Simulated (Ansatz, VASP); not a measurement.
**AlN in VASP and in Ansatz**

File INCAR:

```
PREC     = Accurate       # precision mode
ENCUT    = 600            # plane-wave cutoff, eV
EDIFF    = 1E-6           # SCF threshold, eV
ISMEAR   = 0              # smearing method
SIGMA    = 0.01           # smearing width, eV
LREAL    = F              # projectors in reciprocal space
LASPH    = T              # aspherical terms in the spheres
NELM     = 120            # most SCF steps
ALGO     = Normal         # electronic algorithm
ISIF     = 2              # what is computed and relaxed
LWAVE    = F              # write WAVECAR
LCHARG   = F              # write CHGCAR
NBANDS   = 11             # bands
GGA_COMPAT= F
```

File KPOINTS:

```
Automatic mesh
0
Gamma
  10 10 10
```

Contents of POSCAR:

```
AlN
1.0
    0.0000000000      2.0089257655      2.0089257655
    2.0089257655      0.0000000000      2.0089257655
    2.0089257655      2.0089257655      0.0000000000
Al N
1 1
Direct
    0.0000000000      0.0000000000      0.0000000000
    0.5000000000      0.5000000000      0.5000000000
```

Input for Ansatz:

```yaml
crystal:
  lattice:
    - [0.0, 2.0089257655, 2.0089257655]
    - [2.0089257655, 0.0, 2.0089257655]
    - [2.0089257655, 2.0089257655, 0.0]
  atoms:
    - { symbol: Al, position: [0.0, 0.0, 0.0] }
    - { symbol: "N", position: [0.5, 0.5, 0.5] }
scf:
  occupations: { method: fixed }
output:
  forces: true
  stress: true
  eigenvalues: true
hamiltonian:
  xc: lda
basis:
  ecutwfc: 520
kpoints:
  mp_grid: { grid: [10, 10, 10] }
```

Alike in both runs: task single point; functional LDA; k mesh 10 × 10 × 10; no spin polarisation.

|  | VASP | Ansatz |
| --- | --- | --- |
| version | VASP 6.6.1 | Ansatz 0.2.0 |
| potentials or method | VASP PAW LDA potentials, release 64 (Al, N), cutoff 600 eV | scalar-relativistic, plane waves, PAW |
| occupations | gaussian, width 0.01 eV | fixed |
| valence electrons in the cell | 8 | 8 |

Ansatz gave:

* gap on the k mesh at the Fermi level (eV): 4.66
* least direct gap on the mesh (eV): 6.03
* pressure (GPa): -1.4

Q: What did VASP give for the same quantities?

A: gap on the k mesh at the Fermi level (eV): 4.64; least direct gap on the mesh (eV): 6.05; pressure (GPa): -0.9.

LDA's correlation is that of Perdew and Zunger in VASP and of Perdew and Wang (1992) in Ansatz.
